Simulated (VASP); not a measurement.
# Be3Si (I4/mmm) in VASP: single point with PBEsol

Aim: the single point of Be3Si with PBEsol.

Everything below comes from runs of VASP 6.6.1. Logs are shortened: lines on timing, memory, paths and dates and some standing lists are left out, and cuts for length are marked.

## Step 1: The cell of the first run

Symmetry: I4/mmm, No. 139, tetragonal system. Conventional cell: a = 3.411 Å, b = 3.411 Å, c = 6.846 Å, α = 90.00°, β = 90.00°, γ = 90.00°. Be (site symmetry -4m2) has 8 Be at 2.41 to 2.42 Å and 4 Si at 2.42 Å within 3.2 Å. Within 3.2 Å of Be (site symmetry 4/mmm) lie 4 Si at 2.41 Å and 8 Be at 2.42 Å. Within 3.2 Å of Si (site symmetry 4/mmm) lie 12 Be at 2.41 to 2.42 Å.

## Step 2: Single point, PBEsol

INCAR reads:

```
SYSTEM = Be3Si
PREC     = Accurate       ! precision mode
ENCUT    = 520            ! plane-wave cutoff, eV
EDIFF    = 1E-6           ! SCF threshold, eV
ISMEAR   = -1             ! smearing method
SIGMA    = 0.05           ! smearing width, eV
LREAL    = .False.        ! projectors in reciprocal space
LASPH    = .True.         ! aspherical terms in the spheres
NELM     = 80             ! most SCF steps
ALGO     = Normal         ! electronic algorithm
ISIF     = 2              ! what is computed and relaxed
LWAVE    = .False.        ! write WAVECAR
LCHARG   = .False.        ! write CHGCAR
GGA      = PS             ! functional
NBANDS   = 13             ! bands
```

KPOINTS reads:

```
Automatic mesh
0
Gamma
  10 10 10
  0 0 0
```

POSCAR reads:

```
Be3Si
1.0
    4.1875710000      0.0000000000      0.0000000000
    1.4089140555      3.9434391163      0.0000000000
   -2.7982425224     -1.9717195544      2.4120347561
Be Si
3 1
Direct
    0.7500000000      0.2500000000      0.5000000000
    0.2500000000      0.7500000000      0.5000000000
    0.5000000000      0.5000000000      0.0000000000
    0.0000000000      0.0000000000      0.0000000000
```

Potentials or basis: VASP PAW PBE potentials, release 64 (Be, Si).

Run with:

```sh
$ cat potpaw_PBE.64/Be/POTCAR potpaw_PBE.64/Si/POTCAR > POTCAR
$ mpirun -np 1 vasp_std > vasp.out
```

OUTCAR:

```text
SYSTEM = Be3Si
   PREC = Accurate
   ENCUT = 520
   EDIFF = 1E-6
   ISMEAR = -1
   LREAL = .False.
   LASPH = .True.
   NELM = 80
   ISIF = 2
   GGA = PS

 ion  position               nearest neighbor table
   1  0.750  0.250  0.500-   4 2.42   4 2.42   4 2.42   4 2.42
   2  0.250  0.750  0.500-   4 2.42   4 2.42   4 2.42   4 2.42
   3  0.500  0.500  0.000-   4 2.41   4 2.41   4 2.41   4 2.41
   4  0.000  0.000  0.000-   3 2.41   3 2.41   3 2.41   3 2.41   1 2.42   2 2.42   2 2.42   1 2.42
                             2 2.42   1 2.42   2 2.42   1 2.42

  LATTYP: Found a body centered tetragonal cell.
 ALAT       =     3.4111322584
 C/A-ratio  =     2.0070361982

  Lattice vectors:

 A1 = (   4.1875710000,   0.0000000000,   0.0000000000)
 A2 = (   1.4089140555,   3.9434391163,   0.0000000000)
 A3 = (  -2.7982425224,  -1.9717195544,   2.4120347561)

Analysis of symmetry for initial positions (statically):
=====================================================================
 Subroutine PRICEL returns:
 Original cell was already a primitive cell.

 Routine SETGRP: Setting up the symmetry group for a
 body centered tetragonal supercell.

 Subroutine GETGRP returns: Found 16 space group operations
 (whereof 16 operations were pure point group operations)
 out of a pool of 16 trial point group operations.

The static configuration has the point symmetry D_4h.

Analysis of symmetry for dynamics (positions and initial velocities):
=====================================================================
 Subroutine PRICEL returns:
 Original cell was already a primitive cell.

 Routine SETGRP: Setting up the symmetry group for a
 body centered tetragonal supercell.

 Subroutine GETGRP returns: Found 16 space group operations
 (whereof 16 operations were pure point group operations)
 out of a pool of 16 trial point group operations.

The dynamic configuration has the point symmetry D_4h.

 Subroutine INISYM returns: Found 16 space group operations
 (whereof 16 operations are pure point group operations),
 and found     1 'primitive' translations

----------------------------------------------------------------------------------------

                                     Primitive cell

  volume of cell :      39.8310

  direct lattice vectors                    reciprocal lattice vectors
     4.187571000  0.000000000  0.000000000     0.238801921 -0.085319279  0.207293862
     1.408914055  3.943439116  0.000000000     0.000000000  0.253585759  0.207293862
    -2.798242522 -1.971719554  2.412034756     0.000000000  0.000000000  0.414587724

  length of vectors
     4.187571000  4.187571000  4.187571000     0.327530887  0.327530887  0.414587724

  position of ions in fractional coordinates (direct lattice)
     0.750000000  0.250000000  0.500000000
     0.250000000  0.750000000  0.500000000
     0.500000000  0.500000000  0.000000000
     0.000000000  0.000000000  0.000000000

  ion indices of the primitive-cell ions
   primitive index   ion index
                 1           1
                 2           2
                 3           3
                 4           4

----------------------------------------------------------------------------------------

 KPOINTS: Automatic mesh

Automatic generation of k-mesh.
 Grid dimensions read from file:
 generate k-points for:   10   10   10

 Generating k-lattice:

  Cartesian coordinates                     Fractional coordinates (reciprocal lattice)
     0.023880192 -0.008531928  0.020729386     0.100000000  0.000000000  0.000000000
     0.000000000  0.025358576  0.020729386     0.000000000  0.100000000  0.000000000
     0.000000000  0.000000000  0.041458772     0.000000000  0.000000000  0.100000000

  Length of vectors
     0.032753089  0.032753089  0.041458772

  Shift w.r.t. Gamma in fractional coordinates (k-lattice)
     0.000000000  0.000000000  0.000000000

 Subroutine IBZKPT returns following result:
 ===========================================

 Found    102 irreducible k-points:

 Following reciprocal coordinates:
            Coordinates               Weight
  0.000000  0.000000  0.000000      1.000000
  0.100000  0.000000  0.000000      8.000000
  0.200000  0.000000  0.000000      8.000000
  0.300000  0.000000 -0.000000      8.000000
  0.400000  0.000000 -0.000000      8.000000
  0.500000  0.000000 -0.000000      4.000000
[... 16 lines left out ...]
  0.300000  0.300000  0.000000      8.000000
  0.400000  0.300000  0.000000     16.000000
 [... further k-points ...]
   k-points           NKPTS =    102   k-points in BZ     NKDIM =    102   number of bands    NBANDS=     13
   number of dos      NEDOS =    301   number of ions     NIONS =      4
   total plane-waves  NPLWV =  32768
   dimension x,y,z NGX =    32 NGY =   32 NGZ =   32
   dimension x,y,z NGXF=    64 NGYF=   64 NGZF=   64
   ions per type =               3   1
   NGX,Y,Z   is equivalent  to a cutoff of  12.70, 12.70, 12.70 a.u.
   NGXF,Y,Z  is equivalent  to a cutoff of  25.41, 25.41, 25.41 a.u.
 SYSTEM =  Be3Si
   PREC   = accura    normal or accurate (medium, high low for compatibility)
   ISTART =      0    job   : 0-new  1-cont  2-samecut
   ICHARG =      2    charge: 1-file 2-atom 10-const
   ISPIN  =      1    spin polarized calculation?
   LNONCOLLINEAR =      F non collinear calculations
   LSORBIT =      F    spin-orbit coupling
   LASPH  =      T    aspherical Exc in radial PAW
   ENCUT  =  520.0 eV  38.22 Ry    6.18 a.u.   7.79  7.79  7.79*2*pi/ulx,y,z
   NELM   =     80;   NELMIN=  2; NELMDL= -5     # of ELM steps
   EDIFF  = 0.1E-05   stopping-criterion for ELM
   LREAL  =      F    real-space projection
   EDIFFG = 0.1E-04   stopping-criterion for IOM
   NSW    =      0    number of steps for IOM
   IBRION =     -1    ionic relax: 0-MD 1-quasi-New 2-CG
   NFREE  =      0    steps in history (QN), initial steepest desc. (CG)
   ISIF   =      2    stress and relaxation
   ISYM   =      2    0-nonsym 1-usesym 2-fastsym
   POTIM  = 0.5000    time-step for ionic-motion
   TEBEG  =    0.0;   TEEND  =   0.0 temperature during run
   PSTRESS=    0.0 pullay stress
   NELECT =      10.0000    total number of electrons
   NUPDOWN=      -1.0000    fix difference up-down
   EMIN   =  10.00;   EMAX   =-10.00  energy-range for DOS
   EFERMI =   0.00;   METHOD = LEGACY
   ISMEAR =    -1;   SIGMA  =   0.05  broadening in eV -4-tet -1-fermi 0-gaus
   EFERMI_NEDOS =   21; number of points for ismear=-14 and -15
   IALGO  =     38    algorithm
   IMIX   =      4    mixing-type and parameters
     AMIX     =   0.40;   BMIX     =  1.00
     AMIX_MAG =   1.60;   BMIX_MAG =  1.00
  volume/ion in A,a.u.               =       9.96        67.20
  Fermi-wavevector in a.u.,A,eV,Ry     =   1.032764  1.951641 14.512002  1.066602
  Thomas-Fermi vector in A             =   2.166978
   LORBIT       =      0    0 simple, 1 ext, 2 COOP (PROOUT), +10 PAW based schemes
   GGA     = PS    functional components
   LHFCALC =     F    Hartree Fock is set to
   AEXX    =    0.0000 exact exchange contribution
   IVDW    =     0    specifies the selected vdW correction
   LEPSILON=     F    determine dielectric tensor
   LRPA    =     F    only Hartree local field effects (RPA)
 non-spin polarized calculation
  energy-cutoff  :      520.00
  volume of cell :       39.83
 maximum number of plane-waves:      1089
   NGX = 15   NGY = 15   NGZ = 15

 number of electron      10.0000000 magnetization

 Free energy of the ion-electron system (eV)
  ---------------------------------------------------
  ext. energy  EPLUGINS =         0.00000000
  ---------------------------------------------------
  free energy    TOTEN  =       -16.79182887 eV

  energy without entropy =      -16.78522474  energy(sigma->0) =      -16.78852680

 E-fermi :   7.9038     XC(G=0): -10.6859

 val. band max:        7.9004574967   @ k =  -0.1000   0.4000   0.1000
 cond. band min:       7.9441539774   @ k =  -0.2000   0.5000   0.2000
 fundamental gap:      0.0436964807
 Fermi energy:         7.9037818897

 k-point     1 :       0.0000    0.0000    0.0000
  band No.  band energies     occupation
      1      -4.7795      2.00000
      2       4.5194      2.00000
      3       7.3001      1.99999
      4       7.3001      1.99999
      5       8.0427      0.11691
      6       8.0427      0.11691
      7       8.7399      0.00000
      8       9.0196      0.00000
      9      10.0850      0.00000
     10      12.3927      0.00000
     11      14.9798      0.00000
     12      15.4488      0.00000
     13      15.4488      0.00000

 k-point     2 :       0.1000    0.0000    0.0000
  band No.  band energies     occupation
      1      -4.6497      2.00000
      2       4.3770      2.00000
      3       5.9155      2.00000
      4       7.1162      2.00000
      5       7.2723      1.99999
      6       8.5239      0.00001
      7       9.1001      0.00000
      8      10.0283      0.00000
      9      10.9981      0.00000
     10      12.8979      0.00000
     11      14.2259      0.00000
     12      15.2635      0.00000
     13      15.3928      0.00000

 k-point     3 :       0.2000    0.0000    0.0000
  band No.  band energies     occupation
      1      -4.2634      2.00000
      2       3.6806      2.00000
      3       4.3798      2.00000
      4       6.1843      2.00000
      5       7.0156      2.00000
      6       9.5108      0.00000
      7      10.0093      0.00000
      8      10.8139      0.00000
      9      12.3963      0.00000
     10      12.4531      0.00000
     11      14.2227      0.00000
     12      15.3826      0.00000
     13      16.2670      0.00000
[... 305 lines left out ...]
 k-point    23 :       0.3000    0.3000    0.0000
  band No.  band energies     occupation
      1      -2.1018      2.00000
      2       1.7431      2.00000
      3       2.2185      2.00000
      4       2.8818      2.00000
      5       7.3633      1.99996
      6       9.0363      0.00000
      7       9.3260      0.00000
      8      11.9525      0.00000
      9      15.9142      0.00000
     10      16.0517      0.00000
     11      16.5027      0.00000
     12      17.3217      0.00000
     13      17.3434      0.00000

 k-point    24 :       0.4000    0.3000    0.0000
  band No.  band energies     occupation
      1      -1.2950      2.00000
      2       0.7559      2.00000
      3       2.3968      2.00000
      4       2.8566      2.00000
      5       6.5978      2.00000
      6       8.5849      0.00000
      7       9.9709      0.00000
      8      10.6823      0.00000
      9      15.1041      0.00000
     10      16.7171      0.00000
     11      17.1001      0.00000
     12      18.3741      0.00000
     13      18.5939      0.00000

 [... further k-points ...]

------------------------ aborting loop because EDIFF is reached ----------------------------------------

  FORCE on cell =-STRESS in cart. coord.  units (eV):
  Direction    XX          YY          ZZ          XY          YZ          ZX
  --------------------------------------------------------------------------------------
  -------------------------------------------------------------------------------------
  Total       -0.5402302     -0.5547179     -0.5690043      0.0202750     -0.0000000     -0.0000000
  in kB      -21.7304403    -22.3132017    -22.8878622      0.8155516     -0.0000000     -0.0000001
  external PRESSURE =     -22.3105014 kB  Pullay stress =       0.0000000 kB

 VOLUME and BASIS-vectors are now :
 -----------------------------------------------------------------------------
  energy-cutoff  :      520.00
  volume of cell :       39.83
      direct lattice vectors                 reciprocal lattice vectors
     4.187571000  0.000000000  0.000000000     0.238801921 -0.085319279  0.207293862
     1.408914055  3.943439116  0.000000000     0.000000000  0.253585759  0.207293862
    -2.798242522 -1.971719554  2.412034756     0.000000000  0.000000000  0.414587724

 POSITION                                       TOTAL-FORCE (eV/Angst)
 -----------------------------------------------------------------------------------
      2.09379      0.00000      1.20602         0.000000      0.000000     -0.000000
      0.70446      1.97172      1.20602        -0.000000     -0.000000      0.000000
      2.79824      1.97172      0.00000         0.000000     -0.000000      0.000000
      0.00000      0.00000      0.00000         0.000000     -0.000000      0.000000
 -----------------------------------------------------------------------------------
    total drift:                               -0.000000     -0.000000      0.000000

  FREE ENERGIE OF THE ION-ELECTRON SYSTEM (eV)
  ---------------------------------------------------
  free  energy   TOTEN  =       -16.7918288656 eV

  energy  without entropy=      -16.7852247416  energy(sigma->0) =      -16.78852680
```

Run time: 43 s. Hardware: 1 thread of AMD EPYC 7R13 (Zen 3), shared host; peak memory 0.16 GiB.

What came out:

| Quantity | Value |
| --- | --- |
| Free energy | -16.7918 eV |
| Pressure | -2.2 GPa |
| Band gap on the k mesh | zero (band 5 reaches 11.60 eV, above the bottom of band 6 at 6.46 eV) |

Stress tensor (GPa, compression positive):
```
-2.17  0.08  0.00
 0.08 -2.23  0.00
 0.00  0.00 -2.29
```

Caveat: the PAW data sets were made with another functional, which shifts forces and pressure a little.
